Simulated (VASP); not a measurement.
A run of VASP 6.6.1 is set up as follows.

Contents of INCAR:

```
SYSTEM = Pb
PREC = Accurate ; ENCUT = 520
EDIFF = 1E-7 ; ISMEAR = 0
SIGMA = 0.1 ; LREAL = .False.
LASPH = .True. ; NELM = 60
ALGO = Normal ; ISIF = 2
LWAVE = .False. ; LCHARG = .False.
GGA = PS ; NBANDS = 13
```

Contents of KPOINTS:

```
regular mesh
0
Gamma
  14 14 14
  0 0 0
```

File POSCAR:

```
Pb
1.0
    0.0000000000      2.4669074912      2.4669074912
    2.4669074912      0.0000000000      2.4669074912
    2.4669074912      2.4669074912      0.0000000000
Pb
1
Direct
    0.0000000000      0.0000000000      0.0000000000
```

Potentials or basis: VASP PAW PBE potentials, release 64 (Pb_d).

Run with:

```bash
$ cat potpaw_PBE.64/Pb_d/POTCAR > POTCAR
$ mpirun -np 1 vasp_std > vasp.out
```

**Question.** Predict the band gap on the k mesh.

**Answer.** Zero (band 7 reaches 14.70 eV, above the bottom of band 8 at 5.62 eV).

**Question.** Estimate the pressure.

**Answer.** 0.0 GPa.

Caveat: the PAW data sets were made with another functional, which shifts forces and pressure a little; spin-orbit coupling is left out, which moves the levels of the heavy elements.
